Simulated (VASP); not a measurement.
# HgPt (P4/mmm) in VASP: notebook, part 2 of 4

VASP 6.6.1. Earlier steps stand in the parts before.

## Step 4: Electric field gradients, LDA (15.49 Å³/atom)

This run uses another cell than the first one, of 15.49 Å³/atom.

INCAR

```
  PREC = Accurate
  ENCUT = 400
  EDIFF = 1E-8
  ISMEAR = -1
  SIGMA = 0.05
  LREAL = F
  LASPH = T
  NELM = 120
  ALGO = Normal
  ISIF = 2
  LWAVE = F
  LCHARG = F
  LEFG = T
  NBANDS = 18
  GGA_COMPAT = F
```

KPOINTS

```
Automatic mesh
0
Gamma
  12 12 9
```

POSCAR

```
HgPt
1.0
    2.8642180253      0.0000000000      0.0000000000
    0.0000000000      2.8642180253      0.0000000000
    0.0000000000      0.0000000000      3.7773836587
Hg Pt
1 1
Direct
    0.0000000000      0.0000000000      0.0000000000
    0.5000000000      0.5000000000      0.5000000000
```

Potentials or basis: VASP PAW LDA potentials, release 64 (Hg, Pt).

On the command line:

```sh
$ cat potpaw_LDA.64/Hg/POTCAR potpaw_LDA.64/Pt/POTCAR > POTCAR
$ mpirun -np 1 vasp_std > vasp.out
```

OUTCAR:

```text
PREC = Accurate
   ENCUT = 400
   EDIFF = 1E-8
   ISMEAR = -1
   LREAL = F
   LASPH = T
   NELM = 120
   ISIF = 2

 ion  position               nearest neighbor table
   1  0.000  0.000  0.000-   2 2.77   2 2.77   2 2.77   2 2.77   2 2.77   2 2.77   2 2.77   2 2.77

   2  0.500  0.500  0.500-   1 2.77   1 2.77   1 2.77   1 2.77   1 2.77   1 2.77   1 2.77   1 2.77

  LATTYP: Found a simple tetragonal cell.
 ALAT       =     2.8642180253
 C/A-ratio  =     1.3188184787

  Lattice vectors:

 A1 = (   2.8642180253,   0.0000000000,   0.0000000000)
 A2 = (   0.0000000000,   2.8642180253,   0.0000000000)
 A3 = (   0.0000000000,   0.0000000000,   3.7773836587)

Analysis of symmetry for initial positions (statically):
=====================================================================
 Subroutine PRICEL returns:
 Original cell was already a primitive cell.

 Routine SETGRP: Setting up the symmetry group for a
 simple tetragonal supercell.

 Subroutine GETGRP returns: Found 16 space group operations
 (whereof 16 operations were pure point group operations)
 out of a pool of 16 trial point group operations.

The static configuration has the point symmetry D_4h.

Analysis of symmetry for dynamics (positions and initial velocities):
=====================================================================
 Subroutine PRICEL returns:
 Original cell was already a primitive cell.

 Routine SETGRP: Setting up the symmetry group for a
 simple tetragonal supercell.

 Subroutine GETGRP returns: Found 16 space group operations
 (whereof 16 operations were pure point group operations)
 out of a pool of 16 trial point group operations.

The dynamic configuration has the point symmetry D_4h.

 Subroutine INISYM returns: Found 16 space group operations
 (whereof 16 operations are pure point group operations),
 and found     1 'primitive' translations

----------------------------------------------------------------------------------------

                                     Primitive cell

  volume of cell :      30.9887

  direct lattice vectors                    reciprocal lattice vectors
     2.864218025  0.000000000  0.000000000     0.349135433  0.000000000  0.000000000
     0.000000000  2.864218025  0.000000000     0.000000000  0.349135433  0.000000000
     0.000000000  0.000000000  3.777383659     0.000000000  0.000000000  0.264733501

  length of vectors
     2.864218025  2.864218025  3.777383659     0.349135433  0.349135433  0.264733501

  position of ions in fractional coordinates (direct lattice)
     0.000000000  0.000000000  0.000000000
     0.500000000  0.500000000  0.500000000

  ion indices of the primitive-cell ions
   primitive index   ion index
                 1           1
                 2           2

----------------------------------------------------------------------------------------

 KPOINTS: Automatic mesh

Automatic generation of k-mesh.
 Grid dimensions read from file:
 generate k-points for:   12   12    9

[... 70 lines left out ...]
   ISYM   =      2    0-nonsym 1-usesym 2-fastsym
   POTIM  = 0.5000    time-step for ionic-motion
   TEBEG  =    0.0;   TEEND  =   0.0 temperature during run
   PSTRESS=    0.0 pullay stress
   NELECT =      22.0000    total number of electrons
   NUPDOWN=      -1.0000    fix difference up-down
   EMIN   =  10.00;   EMAX   =-10.00  energy-range for DOS
   EFERMI =   0.00;   METHOD = LEGACY
   ISMEAR =    -1;   SIGMA  =   0.05  broadening in eV -4-tet -1-fermi 0-gaus
   EFERMI_NEDOS =   21; number of points for ismear=-14 and -15
   IALGO  =     38    algorithm
   IMIX   =      4    mixing-type and parameters
     AMIX     =   0.40;   BMIX     =  1.00
     AMIX_MAG =   1.60;   BMIX_MAG =  1.00
  volume/ion in A,a.u.               =      15.49       104.56
  Fermi-wavevector in a.u.,A,eV,Ry     =   1.460432  2.759816 29.019340  2.132861
  Thomas-Fermi vector in A             =   2.576882
   LORBIT       =      0    0 simple, 1 ext, 2 COOP (PROOUT), +10 PAW based schemes
   GGA     = CA    functional components
   LHFCALC =     F    Hartree Fock is set to
   AEXX    =    0.0000 exact exchange contribution
   IVDW    =     0    specifies the selected vdW correction
   LEPSILON=     F    determine dielectric tensor
   LRPA    =     F    only Hartree local field effects (RPA)
 non-spin polarized calculation
  energy-cutoff  :      400.00
  volume of cell :       30.99
 maximum number of plane-waves:       580
 NGX is ok and might be reduce to    20
   NGX =  9   NGY =  9   NGZ = 13

 number of electron      21.9999994 magnetization

 Free energy of the ion-electron system (eV)
  ---------------------------------------------------
  ext. energy  EPLUGINS =         0.00000000
  ---------------------------------------------------
  free energy    TOTEN  =        -8.35665614 eV

  energy without entropy =       -8.35255572  energy(sigma->0) =       -8.35460593

 E-fermi :   8.6790     XC(G=0): -13.5299

 val. band max:        8.6430755412   @ k =   0.4167   0.1667   0.4444
 cond. band min:       8.7560043720   @ k =   0.4167   0.2500   0.3333
 fundamental gap:      0.1129288308
 Fermi energy:         8.6790316644

 k-point     1 :       0.0000    0.0000    0.0000
  band No.  band energies     occupation
      1      -3.0033      2.00000
      2      -0.9306      2.00000
      3      -0.7435      2.00000
      4       1.1587      2.00000
      5       1.1587      2.00000
      6       2.0125      2.00000
[... 481 lines left out ...]
      5       1.9067      2.00000
      6       3.9155      2.00000
[... 10 lines left out ...]
     17      20.5116      0.00000
     18      20.7493      0.00000

 [... further k-points ...]

------------------------ aborting loop because EDIFF is reached ----------------------------------------

  FORCE on cell =-STRESS in cart. coord.  units (eV):
  Direction    XX          YY          ZZ          XY          YZ          ZX
  --------------------------------------------------------------------------------------
  -------------------------------------------------------------------------------------
  Total        4.2224465      4.2224465      4.1892987      0.0000000      0.0000000      0.0000000
  in kB      218.3089255    218.3089255    216.5951184      0.0000000      0.0000000      0.0000000
  external PRESSURE =     217.7376564 kB  Pullay stress =       0.0000000 kB

 VOLUME and BASIS-vectors are now :
 -----------------------------------------------------------------------------
  energy-cutoff  :      400.00
  volume of cell :       30.99
      direct lattice vectors                 reciprocal lattice vectors
     2.864218025  0.000000000  0.000000000     0.349135433  0.000000000  0.000000000
     0.000000000  2.864218025  0.000000000     0.000000000  0.349135433  0.000000000
     0.000000000  0.000000000  3.777383659     0.000000000  0.000000000  0.264733501

 POSITION                                       TOTAL-FORCE (eV/Angst)
 -----------------------------------------------------------------------------------
      0.00000      0.00000      0.00000         0.000000      0.000000      0.000000
      1.43211      1.43211      1.88869         0.000000      0.000000      0.000000
 -----------------------------------------------------------------------------------
    total drift:                               -0.000000      0.000000      0.000000

  FREE ENERGIE OF THE ION-ELECTRON SYSTEM (eV)
  ---------------------------------------------------
  free  energy   TOTEN  =        -8.3566561369 eV

  energy  without entropy=       -8.3525557201  energy(sigma->0) =       -8.35460593

 Electric field gradients (V/A^2)
---------------------------------------------------------------------
 ion       V_xx      V_yy      V_zz      V_xy      V_xz      V_yz
---------------------------------------------------------------------
   1      57.267    57.267  -114.533     0.000    -0.000     0.000
   2     -57.791   -57.791   115.581    -0.000    -0.000    -0.000
---------------------------------------------------------------------

 Electric field gradients after diagonalization (V/A^2)
 (convention: |V_zz| > |V_xx| > |V_yy|)
----------------------------------------------------------------------
 ion       V_xx      V_yy      V_zz     asymmetry (V_yy - V_xx)/ V_zz
----------------------------------------------------------------------
   1      57.267    57.267  -114.533       0.000
   2     -57.791   -57.791   115.581       0.000
----------------------------------------------------------------------

           NMR quadrupolar parameters

 Cq : quadrupolar parameter    Cq=e*Q*V_zz/h
 eta: asymmetry parameters     (V_yy - V_xx)/ V_zz
 Q  : nuclear electric quadrupole moment in mb (millibarn)
----------------------------------------------------------------------
 ion       Cq(MHz)       eta       Q (mb)
----------------------------------------------------------------------
   1      -0.277       0.000       1.000
   2       0.279       0.000       1.000
----------------------------------------------------------------------
```

OSZICAR:

```text
N       E                     dE             d eps       ncg     rms          rms(c)
DAV:   1     0.125108607617E+03    0.12511E+03   -0.10306E+04  5360   0.991E+02
DAV:   2    -0.621606232425E+01   -0.13132E+03   -0.12525E+03  5284   0.268E+02
DAV:   3    -0.875094073684E+01   -0.25349E+01   -0.25248E+01  5894   0.409E+01
DAV:   4    -0.876031784467E+01   -0.93771E-02   -0.93761E-02  5530   0.236E+00
DAV:   5    -0.876040474959E+01   -0.86905E-04   -0.86904E-04  5576   0.247E-01    0.183E+01
DAV:   6    -0.842720427762E+01    0.33320E+00   -0.43058E-01  5908   0.108E+01    0.120E+01
DAV:   7    -0.836541662130E+01    0.61788E-01   -0.24967E-01  5474   0.423E+00    0.181E+00
DAV:   8    -0.835735450073E+01    0.80621E-02   -0.34363E-02  5336   0.158E+00    0.638E-01
DAV:   9    -0.835668291669E+01    0.67158E-03   -0.26923E-03  5500   0.790E-01    0.143E-01
DAV:  10    -0.835666017569E+01    0.22741E-04   -0.14504E-04  5480   0.948E-02    0.554E-02
DAV:  11    -0.835665620264E+01    0.39730E-05   -0.10576E-05  5540   0.341E-02    0.734E-03
DAV:  12    -0.835665614880E+01    0.53844E-07   -0.94747E-07  5594   0.114E-02    0.610E-03
DAV:  13    -0.835665613602E+01    0.12779E-07   -0.76986E-08  5950   0.374E-03    0.323E-04
DAV:  14    -0.835665613690E+01   -0.87607E-09   -0.44512E-09  2782   0.653E-04
   1 F= -.83566561E+01 E0= -.83546059E+01  d E =-.410042E-02
```

It took 27 s on 1 thread of AMD EPYC 9R45 (Zen 5), shared host; peak memory 0.13 GiB.

Results:

```
Free energy                             : -8.3567 eV
Pressure                                : 21.8 GPa
Band gap on the k mesh                  : zero (bands 11 and 12 overlap by 4.07 eV)
Largest electric field gradient by atom : Hg -114.5; Pt +115.6 V/Å²
```

Levels at points of the mesh, in eV from the Fermi level:
```
           k point  band 7  band 8  band 9  band 10  band 11  band 12  band 13  band 14  band 15  band 16
(0.00, 0.00, 0.00)   -4.57   -3.40   -1.24    -1.24    -0.93     1.03     7.23     8.86     8.86    14.51
(0.50, 0.00, 0.00)   -4.74   -4.51   -3.48    -2.73    -1.95     1.05     8.97    10.20    10.69    11.42
(0.50, 0.50, 0.00)   -1.63   -1.63   -1.50    -0.39    -0.39     0.11     4.81     6.20     9.42    10.25
```

Electric field gradients, principal values (V/Å²):
```
atom    least   middle  greatest (by size)
1 Hg   57.267   57.267            -114.533
2 Pt  -57.791  -57.791             115.581
```

Caveat: the cell stands under pressure; without QUAD_EFG the Cq values of the log hold for a quadrupole moment of 1 mb, not for the nuclei; spin-orbit coupling is left out, which moves the levels of the heavy elements.

(Part 2 of 4 ends here.)
